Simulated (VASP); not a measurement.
# InAs (zincblende type) (F-43m) in VASP: notebook, part 2 of 2

VASP 6.6.1.

## Step 4: Single point, PBE (volume scaled by 0.88)

The input, INCAR:

```
SYSTEM = InAs
PREC     = Accurate       ! precision mode
ENCUT    = 520            ! plane-wave cutoff, eV
EDIFF    = 1E-6           ! SCF threshold, eV
ISMEAR   = -1             ! smearing method
SIGMA    = 0.08           ! smearing width, eV
LREAL    = .False.        ! projectors in reciprocal space
LASPH    = .True.         ! aspherical terms in the spheres
NELM     = 100            ! most SCF steps
ALGO     = Normal         ! electronic algorithm
ISIF     = 2              ! what is computed and relaxed
LWAVE    = .False.        ! write WAVECAR
LCHARG   = .True.         ! write CHGCAR
GGA      = PE             ! functional
LELF     = .True.         ! ELF
LVHAR    = .True.       
NBANDS   = 16             ! bands
```

The input, KPOINTS:

```
Automatic mesh
0
Gamma
  11 11 11
  0 0 0
```

The input, POSCAR:

```
InAs
1.0
    0.0000000000      2.9643546432      2.9643546432
    2.9643546432      0.0000000000      2.9643546432
    2.9643546432      2.9643546432      0.0000000000
In As
1 1
Direct
    0.0000000000      0.0000000000      0.0000000000
    0.2500000000      0.2500000000      0.2500000000
```

Potentials or basis: VASP PAW PBE potentials, release 64 (In_d, As).

Started as:

```
cat potpaw_PBE.64/In_d/POTCAR potpaw_PBE.64/As/POTCAR > POTCAR
mpirun -np 1 vasp_std > vasp.out
```

OUTCAR:

```text
SYSTEM = InAs
   PREC = Accurate
   ENCUT = 520
   EDIFF = 1E-6
   ISMEAR = -1
   LREAL = .False.
   LASPH = .True.
   NELM = 100
   ISIF = 2
   GGA = PE

 ion  position               nearest neighbor table
   1  0.000  0.000  0.000-   2 2.57   2 2.57   2 2.57   2 2.57
   2  0.250  0.250  0.250-   1 2.57   1 2.57   1 2.57   1 2.57

  LATTYP: Found a face centered cubic cell.
 ALAT       =     5.9287092864

  Lattice vectors:

 A1 = (   0.0000000000,   2.9643546432,   2.9643546432)
 A2 = (   2.9643546432,   0.0000000000,   2.9643546432)
 A3 = (   2.9643546432,   2.9643546432,   0.0000000000)

Analysis of symmetry for initial positions (statically):
=====================================================================
 Subroutine PRICEL returns:
 Original cell was already a primitive cell.

 Routine SETGRP: Setting up the symmetry group for a
 face centered cubic supercell.

 Subroutine GETGRP returns: Found 24 space group operations
 (whereof 24 operations were pure point group operations)
 out of a pool of 48 trial point group operations.

The static configuration has the point symmetry T_d .

Analysis of symmetry for dynamics (positions and initial velocities):
=====================================================================
 Subroutine PRICEL returns:
 Original cell was already a primitive cell.

 Routine SETGRP: Setting up the symmetry group for a
 face centered cubic supercell.

 Subroutine GETGRP returns: Found 24 space group operations
 (whereof 24 operations were pure point group operations)
 out of a pool of 48 trial point group operations.

The dynamic configuration has the point symmetry T_d .

 Subroutine INISYM returns: Found 24 space group operations
 (whereof 24 operations are pure point group operations),
 and found     1 'primitive' translations

----------------------------------------------------------------------------------------
[... 105 lines left out ...]
   NUPDOWN=      -1.0000    fix difference up-down
   EMIN   =  10.00;   EMAX   =-10.00  energy-range for DOS
   EFERMI =   0.00;   METHOD = LEGACY
   ISMEAR =    -1;   SIGMA  =   0.08  broadening in eV -4-tet -1-fermi 0-gaus
   EFERMI_NEDOS =   21; number of points for ismear=-14 and -15
   IALGO  =     38    algorithm
   IMIX   =      4    mixing-type and parameters
     AMIX     =   0.40;   BMIX     =  1.00
     AMIX_MAG =   1.60;   BMIX_MAG =  1.00
  volume/ion in A,a.u.               =      26.05       175.79
  Fermi-wavevector in a.u.,A,eV,Ry     =   1.148750  2.170823 17.954608  1.319626
  Thomas-Fermi vector in A             =   2.285423
   LORBIT       =      0    0 simple, 1 ext, 2 COOP (PROOUT), +10 PAW based schemes
   GGA     = PE    functional components
[... 5 lines left out ...]
 non-spin polarized calculation
  energy-cutoff  :      520.00
  volume of cell :       52.10
 maximum number of plane-waves:      1419
   NGX = 15   NGY = 15   NGZ = 15

 number of electron      18.0000008 magnetization

 Free energy of the ion-electron system (eV)
  ---------------------------------------------------
  ext. energy  EPLUGINS =         0.00000000
  ---------------------------------------------------
  free energy    TOTEN  =        -7.55105097 eV

  energy without entropy =       -7.55054932  energy(sigma->0) =       -7.55080015

 E-fermi :   5.3294     XC(G=0):  -9.3565

 val. band max:        5.2403044529   @ k =   0.0000   0.0000   0.0000
 cond. band min:       6.2090508915   @ k =   0.0909   0.0000   0.0000
 fundamental gap:      0.9687464386
 Fermi energy:         5.3293651469

 k-point     1 :       0.0000    0.0000    0.0000
  band No.  band energies     occupation
      1      -9.3979      2.00000
      2      -9.3979      2.00000
      3      -9.3979      2.00000
      4      -9.2451      2.00000
      5      -9.2451      2.00000
      6      -7.1337      2.00000
[... 433 lines left out ...]
      3      -9.3622      2.00000
      4      -9.2508      2.00000
      5      -9.2396      2.00000
      6      -6.2083      2.00000
[... 8 lines left out ...]
     15      14.8204      0.00000
     16      15.7257      0.00000

 [... further k-points ...]

------------------------ aborting loop because EDIFF is reached ----------------------------------------

  FORCE on cell =-STRESS in cart. coord.  units (eV):
  Direction    XX          YY          ZZ          XY          YZ          ZX
  --------------------------------------------------------------------------------------
  -------------------------------------------------------------------------------------
  Total        2.7555744      2.7555744      2.7555744      0.0000000     -0.0000000      0.0000000
  in kB       84.7426901     84.7426901     84.7426901      0.0000000     -0.0000000      0.0000000
  external PRESSURE =      84.7426901 kB  Pullay stress =       0.0000000 kB

 VOLUME and BASIS-vectors are now :
 -----------------------------------------------------------------------------
  energy-cutoff  :      520.00
  volume of cell :       52.10
      direct lattice vectors                 reciprocal lattice vectors
     0.000000000  2.964354643  2.964354643    -0.168670777  0.168670777  0.168670777
     2.964354643  0.000000000  2.964354643     0.168670777 -0.168670777  0.168670777
     2.964354643  2.964354643  0.000000000     0.168670777  0.168670777 -0.168670777

 POSITION                                       TOTAL-FORCE (eV/Angst)
 -----------------------------------------------------------------------------------
      0.00000      0.00000      0.00000         0.000000      0.000000     -0.000000
      1.48218      1.48218      1.48218        -0.000000     -0.000000      0.000000
 -----------------------------------------------------------------------------------
    total drift:                               -0.000000     -0.000000     -0.000000

  FREE ENERGIE OF THE ION-ELECTRON SYSTEM (eV)
  ---------------------------------------------------
  free  energy   TOTEN  =        -7.5510509728 eV

  energy  without entropy=       -7.5505493197  energy(sigma->0) =       -7.55080015
```

OSZICAR:

```text
N       E                     dE             d eps       ncg     rms          rms(c)
DAV:   1     0.115852581035E+03    0.11585E+03   -0.84579E+03  1800   0.124E+03
DAV:   2     0.144174052955E-01   -0.11584E+03   -0.11053E+03  1944   0.304E+02
DAV:   3    -0.765241020518E+01   -0.76668E+01   -0.76307E+01  2360   0.762E+01
DAV:   4    -0.783930428106E+01   -0.18689E+00   -0.18686E+00  2192   0.129E+01
DAV:   5    -0.784833759978E+01   -0.90333E-02   -0.90332E-02  2744   0.245E+00    0.504E+00
DAV:   6    -0.758055523046E+01    0.26778E+00   -0.37622E-01  2840   0.110E+01    0.281E+00
DAV:   7    -0.754941594338E+01    0.31139E-01   -0.13033E-01  2464   0.345E+00    0.745E-01
DAV:   8    -0.755026594035E+01   -0.85000E-03   -0.15891E-02  2280   0.145E+00    0.244E-01
DAV:   9    -0.755081436224E+01   -0.54842E-03   -0.10358E-03  2200   0.256E-01    0.142E-01
DAV:  10    -0.755100482711E+01   -0.19046E-03   -0.25779E-04  2304   0.257E-01    0.714E-02
DAV:  11    -0.755105169027E+01   -0.46863E-04   -0.11085E-04  2152   0.145E-01    0.378E-02
DAV:  12    -0.755105097280E+01    0.71748E-06   -0.83813E-06  2488   0.418E-02
   1 F= -.75510510E+01 E0= -.75508001E+01  d E =-.501653E-03
```

Run time: 29 s. Hardware: 1 thread of AMD EPYC 9R45 (Zen 5), shared host; peak memory 0.17 GiB.

What came out:

```yaml
Free_energy: -7.5511 eV
Pressure: 8.5 GPa
```

Levels at points of the mesh, in eV from the Fermi level:
```
           k point  band 7  band 8  band 9  band 10  band 11  band 12
(0.00, 0.00, 0.00)   -0.20   -0.20   -0.20    -0.09     3.73     3.73
```

Caveat: the cell differs from its parent crystal (volume scaled by 0.88); spin-orbit coupling is left out, which moves the levels of the heavy elements.

## Step 5: Single point, PBE

This run uses another cell than the first one, of 29.60 Å³/atom, 1.250 times its volume.

The input, INCAR:

```
SYSTEM = InAs
PREC = Accurate
ENCUT = 520
EDIFF = 1E-6
ISMEAR = -1
SIGMA = 0.08
LREAL = .False.
LASPH = .True.
NELM = 80
ALGO = Normal
ISIF = 2
LWAVE = .False.
LCHARG = .False.
GGA = PE
NBANDS = 16
```

KPOINTS is that of step 4.

The input, POSCAR:

```
InAs
1.0
    0.0000000000      3.0933989628      3.0933989628
    3.0933989628      0.0000000000      3.0933989628
    3.0933989628      3.0933989628      0.0000000000
In As
1 1
Direct
    0.0000000000      0.0000000000      0.0000000000
    0.2500000000      0.2500000000      0.2500000000
```

Started as:

```
cat potpaw_PBE.64/In_d/POTCAR potpaw_PBE.64/As/POTCAR > POTCAR
mpirun -np 1 vasp_std > vasp.out
```

Run time: 44 s. Hardware: 1 thread of AMD EPYC 9R45 (Zen 5), shared host; peak memory 0.2 GiB.

The run converged. Its results:

```yaml
Free_energy: -7.7198 eV
Pressure: 0.0 GPa
Band_gap_on_the_k_mesh: zero (filled and empty bands touch)
```

Levels at points of the mesh, in eV from the Fermi level:
| k point | band 6 | band 7 | band 8 | band 9 | band 10 | band 11 | band 12 | band 13 |
| --- | --- | --- | --- | --- | --- | --- | --- | --- |
| (0.00, 0.00, 0.00) | -11.64 | -0.74 | -0.20 | -0.20 | -0.20 | 3.68 | 3.68 | 3.68 |

Caveat: spin-orbit coupling is left out, which moves the levels of the heavy elements.

## Step 6: Overview

```tsv
cell	gap on the mesh (eV)	pressure (GPa)
a = 4.061 Å, angles 60.0°, 2 atoms	0.60	18.5
a = 4.192 Å, angles 60.0°, 2 atoms	-	8.5
a = 4.375 Å, angles 60.0°, 2 atoms	none	0.0
```

Alike in all rows: task single point; level PBE; potentials or basis VASP PAW PBE potentials, release 64 (In_d, As); no spin polarisation; k mesh 11 × 11 × 11; cutoff (eV) 520; smearing fermi-dirac 0.08 eV.

Caveats: spin-orbit coupling is left out, which moves the levels of the heavy elements.

Absolute energies hang on the potentials; compare differences alone.
